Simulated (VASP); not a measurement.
Set up this calculation in VASP 6.6.1, as the native input.

- Task: single point
- Functional: PBE
- Potentials or basis: VASP PAW PBE potentials, release 64 (Ta_sv_GW, Al, N)
- Cutoff: 700 eV
- k mesh: 6 × 6 × 6
- Occupations: gaussian, width 0.1 eV
- Spin: no spin polarisation
- Dipole correction: no
- Further INCAR settings: ALGO = Normal; EDIFF = 1e-06; NBANDS = 31

The structure of Ta2AlN3 lies in POSCAR:

```
Ta2AlN3
1.0
    5.4516851745     -0.0000000029      0.0000000000
   -2.7258425848      4.7212978560      0.0000000000
    0.0000000000      0.0000000000      2.8452388240
Ta Al N
2 1 3
Direct
    0.3333333333      0.6666666667      0.5000000000
    0.6666666667      0.3333333333      0.5000000000
    0.0000000000      0.0000000000      0.0000000000
    0.5000000000      0.0000000000      0.0000000000
    0.5000000000      0.5000000000      0.0000000000
    0.0000000000      0.5000000000      0.0000000000
```

One way to write it, as run:

INCAR

```
ALGO = Normal ; EDIFF = 1E-6
ENCUT = 700 ; GGA = PE
GGA_COMPAT = False ; ISIF = 2
ISMEAR = 0 ; LASPH = True
LCHARG = False ; LREAL = False
LWAVE = False ; NBANDS = 31
NELM = 120 ; PREC = Accurate
SIGMA = 0.1
```

KPOINTS

```
k-points
0
Gamma
  6 6 6
```

Potentials or basis: VASP PAW PBE potentials, release 64 (Ta_sv_GW, Al, N).

Launch:

```console
$ cat potpaw_PBE.64/Ta_sv_GW/POTCAR potpaw_PBE.64/Al/POTCAR potpaw_PBE.64/N/POTCAR > POTCAR
$ mpirun -np 1 vasp_std > vasp.out
```

It gave:

```
Pressure               : 0.0 GPa
Band gap on the k mesh : zero (bands 22 and 23 overlap by 2.08 eV)
```

Caveat: the k points lie up to 0.37 Å⁻¹ apart, too coarse for converged energies and pressures of a metal; spin-orbit coupling is left out, which moves the levels of the heavy elements.

Run time: 82 s on 1 thread of Intel(R) Xeon(R) 6975P-C (Granite Rapids), with other jobs on the host, peak memory 0.3 GiB.
